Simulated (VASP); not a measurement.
# Zn2Ir (Fm-3m) in VASP: a series of runs

The runs below take Zn2Ir through single point, relaxation of cell and atoms, with PBE.

All numbers are computed with VASP 6.6.1; they aren't measurements. Logs are shortened: lines on timing, memory, paths and dates and some standing lists are left out, and cuts for length are marked.

### 1 The cell of the first run

It takes space group Fm-3m (No. 225, cubic). The conventional cell has a = 5.902 Å, b = 5.902 Å, c = 5.902 Å, α = 90.00°, β = 90.00°, γ = 90.00°. Within 3.4 Å of Zn (site symmetry -43m) lie 4 Ir at 2.56 Å and 6 Zn at 2.95 Å. Within 3.4 Å of Ir (site symmetry m-3m) lie 8 Zn at 2.56 Å.

### 2 Single point, PBE

INCAR

```
PREC = Accurate ; ENCUT = 520
EDIFF = 1E-7 ; ISMEAR = 0
SIGMA = 0.1 ; LREAL = F
LASPH = T ; NELM = 100
ALGO = Normal ; ISIF = 2
LWAVE = F ; LCHARG = T
GGA = PE ; LELF = T
LVHAR = T ; NBANDS = 24
```

KPOINTS

```
Automatic mesh
0
Gamma
  6 6 6
```

POSCAR

```
Zn2Ir
1.0
    0.0000000000      2.9508520021      2.9508520021
    2.9508520021      0.0000000000      2.9508520021
    2.9508520021      2.9508520021      0.0000000000
Zn Ir
2 1
Direct
    0.2500000000      0.2500000000      0.2500000000
    0.7500000000      0.7500000000      0.7500000000
    0.0000000000      0.0000000000      0.0000000000
```

Potentials or basis: VASP PAW PBE potentials, release 64 (Zn, Ir).

The run is started by

```
$ cat potpaw_PBE.64/Zn/POTCAR potpaw_PBE.64/Ir/POTCAR > POTCAR
$ mpirun -np 1 vasp_std > vasp.out
```

OUTCAR:

```text
PREC = Accurate
   ENCUT = 520
   EDIFF = 1E-7
   ISMEAR = 0
   LREAL = F
   LASPH = T
   NELM = 100
   ISIF = 2
   GGA = PE

 ion  position               nearest neighbor table
   1  0.250  0.250  0.250-   3 2.56   3 2.56   3 2.56   3 2.56   2 2.95   2 2.95   2 2.95   2 2.95
                             2 2.95   2 2.95
   2  0.750  0.750  0.750-   3 2.56   3 2.56   3 2.56   3 2.56   1 2.95   1 2.95   1 2.95   1 2.95
                             1 2.95   1 2.95
   3  0.000  0.000  0.000-   2 2.56   2 2.56   2 2.56   1 2.56   2 2.56   1 2.56   1 2.56   1 2.56

  LATTYP: Found a face centered cubic cell.
 ALAT       =     5.9017040042

  Lattice vectors:

 A1 = (   0.0000000000,   2.9508520021,   2.9508520021)
 A2 = (   2.9508520021,   0.0000000000,   2.9508520021)
 A3 = (   2.9508520021,   2.9508520021,   0.0000000000)

Analysis of symmetry for initial positions (statically):
=====================================================================
 Subroutine PRICEL returns:
 Original cell was already a primitive cell.

 Routine SETGRP: Setting up the symmetry group for a
 face centered cubic supercell.

 Subroutine GETGRP returns: Found 48 space group operations
 (whereof 48 operations were pure point group operations)
 out of a pool of 48 trial point group operations.

The static configuration has the point symmetry O_h .

Analysis of symmetry for dynamics (positions and initial velocities):
=====================================================================
 Subroutine PRICEL returns:
 Original cell was already a primitive cell.

 Routine SETGRP: Setting up the symmetry group for a
 face centered cubic supercell.

 Subroutine GETGRP returns: Found 48 space group operations
 (whereof 48 operations were pure point group operations)
 out of a pool of 48 trial point group operations.

The dynamic configuration has the point symmetry O_h .

 Subroutine INISYM returns: Found 48 space group operations
 (whereof 48 operations are pure point group operations),
 and found     1 'primitive' translations

----------------------------------------------------------------------------------------

                                     Primitive cell

  volume of cell :      51.3893

  direct lattice vectors                    reciprocal lattice vectors
     0.000000000  2.950852002  2.950852002    -0.169442588  0.169442588  0.169442588
     2.950852002  0.000000000  2.950852002     0.169442588 -0.169442588  0.169442588
     2.950852002  2.950852002  0.000000000     0.169442588  0.169442588 -0.169442588

  length of vectors
     4.173134922  4.173134922  4.173134922     0.293483171  0.293483171  0.293483171

  position of ions in fractional coordinates (direct lattice)
     0.250000000  0.250000000  0.250000000
     0.750000000  0.750000000  0.750000000
     0.000000000  0.000000000  0.000000000

  ion indices of the primitive-cell ions
   primitive index   ion index
                 1           1
                 2           2
                 3           3

----------------------------------------------------------------------------------------

 KPOINTS: Automatic mesh

Automatic generation of k-mesh.
 Grid dimensions read from file:
 generate k-points for:    6    6    6

 Generating k-lattice:

  Cartesian coordinates                     Fractional coordinates (reciprocal lattice)
    -0.028240431  0.028240431  0.028240431     0.166666667  0.000000000  0.000000000
     0.028240431 -0.028240431  0.028240431     0.000000000  0.166666667  0.000000000
     0.028240431  0.028240431 -0.028240431     0.000000000  0.000000000  0.166666667

  Length of vectors
     0.048913862  0.048913862  0.048913862

  Shift w.r.t. Gamma in fractional coordinates (k-lattice)
     0.000000000  0.000000000  0.000000000

 Subroutine IBZKPT returns following result:
 ===========================================

 Found     16 irreducible k-points:

 Following reciprocal coordinates:
            Coordinates               Weight
  0.000000  0.000000  0.000000      1.000000
  0.166667  0.000000  0.000000      8.000000
  0.333333  0.000000  0.000000      8.000000
  0.500000  0.000000  0.000000      4.000000
  0.166667  0.166667  0.000000      6.000000
  0.333333  0.166667  0.000000     24.000000
[... 8 lines left out ...]
 -0.333333  0.333333  0.166667     24.000000
 -0.333333  0.500000  0.166667     12.000000
   k-points           NKPTS =     16   k-points in BZ     NKDIM =     16   number of bands    NBANDS=     24
   number of dos      NEDOS =    301   number of ions     NIONS =      3
   total plane-waves  NPLWV =  32768
   dimension x,y,z NGX =    32 NGY =   32 NGZ =   32
   dimension x,y,z NGXF=    64 NGYF=   64 NGZF=   64
   ions per type =               2   1
   NGX,Y,Z   is equivalent  to a cutoff of  12.75, 12.75, 12.75 a.u.
   NGXF,Y,Z  is equivalent  to a cutoff of  25.50, 25.50, 25.50 a.u.
 SYSTEM =  unknown system
   PREC   = accura    normal or accurate (medium, high low for compatibility)
   ISTART =      0    job   : 0-new  1-cont  2-samecut
   ICHARG =      2    charge: 1-file 2-atom 10-const
   ISPIN  =      1    spin polarized calculation?
   LNONCOLLINEAR =      F non collinear calculations
   LSORBIT =      F    spin-orbit coupling
   LASPH  =      T    aspherical Exc in radial PAW
   ENCUT  =  520.0 eV  38.22 Ry    6.18 a.u.   7.76  7.76  7.76*2*pi/ulx,y,z
   NELM   =    100;   NELMIN=  2; NELMDL= -5     # of ELM steps
   EDIFF  = 0.1E-06   stopping-criterion for ELM
   LREAL  =      F    real-space projection
   EDIFFG = 0.1E-05   stopping-criterion for IOM
   NSW    =      0    number of steps for IOM
   IBRION =     -1    ionic relax: 0-MD 1-quasi-New 2-CG
   NFREE  =      0    steps in history (QN), initial steepest desc. (CG)
   ISIF   =      2    stress and relaxation
   ISYM   =      2    0-nonsym 1-usesym 2-fastsym
   POTIM  = 0.5000    time-step for ionic-motion
   TEBEG  =    0.0;   TEEND  =   0.0 temperature during run
   PSTRESS=    0.0 pullay stress
   NELECT =      33.0000    total number of electrons
   NUPDOWN=      -1.0000    fix difference up-down
   EMIN   =  10.00;   EMAX   =-10.00  energy-range for DOS
   EFERMI =   0.00;   METHOD = LEGACY
   ISMEAR =     0;   SIGMA  =   0.10  broadening in eV -4-tet -1-fermi 0-gaus
   EFERMI_NEDOS =   21; number of points for ismear=-14 and -15
   IALGO  =     38    algorithm
   IMIX   =      4    mixing-type and parameters
     AMIX     =   0.40;   BMIX     =  1.00
     AMIX_MAG =   1.60;   BMIX_MAG =  1.00
  volume/ion in A,a.u.               =      17.13       115.60
  Fermi-wavevector in a.u.,A,eV,Ry     =   1.412392  2.669035 27.141615  1.994852
  Thomas-Fermi vector in A             =   2.534146
   LORBIT       =      0    0 simple, 1 ext, 2 COOP (PROOUT), +10 PAW based schemes
   GGA     = PE    functional components
   LHFCALC =     F    Hartree Fock is set to
   AEXX    =    0.0000 exact exchange contribution
   IVDW    =     0    specifies the selected vdW correction
   LEPSILON=     F    determine dielectric tensor
   LRPA    =     F    only Hartree local field effects (RPA)
 non-spin polarized calculation
 Gauss-broadening in eV      SIGMA  =   0.10
  energy-cutoff  :      520.00
  volume of cell :       51.39
 maximum number of plane-waves:      1411
   NGX = 15   NGY = 15   NGZ = 15

 number of electron      32.9999981 magnetization

 Free energy of the ion-electron system (eV)
  ---------------------------------------------------
  ext. energy  EPLUGINS =         0.00000000
  ---------------------------------------------------
  free energy    TOTEN  =       -10.89592659 eV

  energy without entropy =      -10.89040294  energy(sigma->0) =      -10.89316476

 E-fermi :   3.0094     XC(G=0): -11.3369

 val. band max:        2.9709402603   @ k =  -0.3333   0.1667   0.0000
 cond. band min:       3.2186826600   @ k =   0.5000   0.3333   0.1667
 fundamental gap:      0.2477423997
 Fermi energy:         3.0094459279

 k-point     1 :       0.0000    0.0000    0.0000
  band No.  band energies     occupation
      1      -5.5347      2.00000
      2      -3.9158      2.00000
      3      -3.9158      2.00000
      4      -3.6213      2.00000
      5      -3.6213      2.00000
      6      -3.6213      2.00000
[... 16 lines left out ...]
     23      11.4659      0.00000
     24      11.9734      0.00000

 k-point     2 :       0.1667    0.0000    0.0000
  band No.  band energies     occupation
      1      -5.1546      2.00000
      2      -3.8507      2.00000
      3      -3.8507      2.00000
      4      -3.6538      2.00000
      5      -3.6029      2.00000
      6      -3.6029      2.00000
[... 16 lines left out ...]
     23      11.8062      0.00000
     24      12.9218      0.00000

 k-point     3 :       0.3333    0.0000    0.0000
  band No.  band energies     occupation
      1      -4.2250      2.00000
      2      -3.6757      2.00000
      3      -3.6757      2.00000
      4      -3.6086      2.00000
      5      -3.5625      2.00000
      6      -3.5625      2.00000
[... 16 lines left out ...]
     23      11.6026      0.00000
     24      14.4306      0.00000

 k-point     4 :       0.5000    0.0000    0.0000
  band No.  band energies     occupation
      1      -3.8369      2.00000
      2      -3.5440      2.00000
      3      -3.5440      2.00000
      4      -3.4899      2.00000
      5      -3.4899      2.00000
      6      -3.4130      2.00000
[... 16 lines left out ...]
     23      11.5341      0.00000
     24      16.7041      0.00000

 k-point     5 :       0.1667    0.1667    0.0000
  band No.  band energies     occupation
      1      -5.0296      2.00000
      2      -3.8569      2.00000
      3      -3.7997      2.00000
      4      -3.6625      2.00000
      5      -3.6055      2.00000
      6      -3.6055      2.00000
[... 235 lines left out ...]
 k-point    14 :       0.5000    0.3333    0.1667
  band No.  band energies     occupation
      1      -3.9433      2.00000
      2      -3.7656      2.00000
      3      -3.6230      2.00000
      4      -3.5958      2.00000
      5      -3.4957      2.00000
      6      -3.4884      2.00000
[... 16 lines left out ...]
     23      14.0099      0.00000
     24      15.8709      0.00000

 k-point    15 :      -0.3333    0.3333    0.1667
  band No.  band energies     occupation
      1      -3.8158      2.00000
      2      -3.7516      2.00000
      3      -3.7302      2.00000
      4      -3.6107      2.00000
      5      -3.4563      2.00000
      6      -3.4210      2.00000
[... 16 lines left out ...]
     23      14.0411      0.00000
     24      14.6944      0.00000

 k-point    16 :      -0.3333    0.5000    0.1667
  band No.  band energies     occupation
      1      -3.8802      2.00000
      2      -3.8173      2.00000
      3      -3.7416      2.00000
      4      -3.5286      2.00000
      5      -3.4776      2.00000
      6      -3.4670      2.00000
[... 16 lines left out ...]
     23      15.0130      0.00000
     24      16.2363      0.00000

------------------------ aborting loop because EDIFF is reached ----------------------------------------

  FORCE on cell =-STRESS in cart. coord.  units (eV):
  Direction    XX          YY          ZZ          XY          YZ          ZX
  --------------------------------------------------------------------------------------
  -------------------------------------------------------------------------------------
  Total        0.2977778      0.2977778      0.2977778      0.0000000      0.0000000      0.0000000
  in kB        9.2839039      9.2839039      9.2839039      0.0000000      0.0000000      0.0000000
  external PRESSURE =       9.2839039 kB  Pullay stress =       0.0000000 kB

 VOLUME and BASIS-vectors are now :
 -----------------------------------------------------------------------------
  energy-cutoff  :      520.00
  volume of cell :       51.39
      direct lattice vectors                 reciprocal lattice vectors
     0.000000000  2.950852002  2.950852002    -0.169442588  0.169442588  0.169442588
     2.950852002  0.000000000  2.950852002     0.169442588 -0.169442588  0.169442588
     2.950852002  2.950852002  0.000000000     0.169442588  0.169442588 -0.169442588

 POSITION                                       TOTAL-FORCE (eV/Angst)
 -----------------------------------------------------------------------------------
      1.47543      1.47543      1.47543        -0.000000     -0.000000     -0.000000
      4.42628      4.42628      4.42628         0.000000      0.000000      0.000000
      0.00000      0.00000      0.00000        -0.000000     -0.000000      0.000000
 -----------------------------------------------------------------------------------
    total drift:                               -0.000000     -0.000000      0.000000

  FREE ENERGIE OF THE ION-ELECTRON SYSTEM (eV)
  ---------------------------------------------------
  free  energy   TOTEN  =       -10.8959265886 eV

  energy  without entropy=      -10.8904029398  energy(sigma->0) =      -10.89316476
```

Run time: 28 s. Hardware: 1 thread of Intel Xeon Platinum 8375C at 2.90GHz (Ice Lake), shared host; peak memory 0.18 GiB.

What came out:

* Free energy: -10.8959 eV
* Pressure: 0.9 GPa

Caveat: spin-orbit coupling is left out, which moves the levels of the heavy elements.

### 3 Relaxation of cell and atoms, PBE

This run uses another cell than the first one, of 13.56 Å³/atom, 0.792 times its volume.

INCAR

```
SYSTEM = Zn2Ir
  ALGO = Normal
  EDIFF = 1E-7
  EDIFFG = -0.04
  ENCUT = 600
  GGA = PE
  IBRION = 2
  ISIF = 3
  ISMEAR = 0
  LASPH = .True.
  LCHARG = .False.
  LREAL = .False.
  LWAVE = .False.
  NELM = 60
  NSW = 90
  PREC = Accurate
  SIGMA = 0.1
```

KPOINTS

```
k-points
0
Gamma
  6 6 6
  0 0 0
```

POSCAR

```
Zn2Ir
1.0
    0.0000000000      2.7298417920      2.7298417920
    2.7298417920      0.0000000000      2.7298417920
    2.7298417920      2.7298417920      0.0000000000
Zn Ir
2 1
Direct
    0.2500000000      0.2500000000      0.2500000000
    0.7500000000      0.7500000000      0.7500000000
    0.0000000000      0.0000000000      0.0000000000
```

Potentials or basis: VASP PAW PBE potentials, release 64 (Zn, Ir).

The run is started by

```
$ cat potpaw_PBE.64/Zn/POTCAR potpaw_PBE.64/Ir/POTCAR > POTCAR
$ mpirun -np 1 vasp_std > vasp.out
```

It took 92 s on 1 thread of Intel Xeon Platinum 8375C at 2.90GHz (Ice Lake), shared host; peak memory 0.19 GiB.

Results (log left out):

```
Free energy                            : -10.8944 eV
Relaxed volume                         : 17.26 Å³/atom
Relaxed cell                           : a = 4.183 Å, b = 4.183 Å, c = 4.183 Å, α = 60.00°, β = 60.00°, γ = 60.00°
Space group after relaxing (to 0.05 Å) : Fm-3m (No. 225)
Energy gained by relaxing              : 465.5 meV/atom
Ionic steps                            : 5
Pressure after relaxing                : 0.0 GPa
```

Step by step:
```
step  energy change (eV)  largest force (eV/Å)  pressure (GPa)  volume (Å³)
   1              0.0000                0.0000           50.92        40.69
   2              0.0865                0.0000          -17.20        71.71
   3             -1.3914                0.0000           -1.84        52.62
   4             -1.3959                0.0000           -0.60        52.04
   5             -1.3964                0.0000            0.00        51.77
```

Final structure:
```xyz
3
Lattice="0.0000 2.9582 2.9582 2.9582 0.0000 2.9582 2.9582 2.9582 0.0000" Properties=species:S:1:pos:R:3 pbc="T T T"
Zn    1.4791    1.4791    1.4791
Zn    4.4372    4.4372    4.4372
Ir    0.0000    0.0000    0.0000
```

Levels at points of the mesh, in eV from the Fermi level:
```tsv
k point	band 14	band 15	band 16	band 17	band 18	band 19
(0.00, 0.00, 0.00)	-2.58	-0.80	-0.80	4.56	7.95	7.95
(0.50, 0.00, 0.00)	-2.03	-0.74	-0.74	-0.71	4.18	4.18
(0.50, 0.50, 0.00)	-0.90	-0.90	-0.89	-0.19	0.70	0.70
```

Caveat: the volume moved by over 15 % at a fixed basis, so the end points are rough; spin-orbit coupling is left out, which moves the levels of the heavy elements.
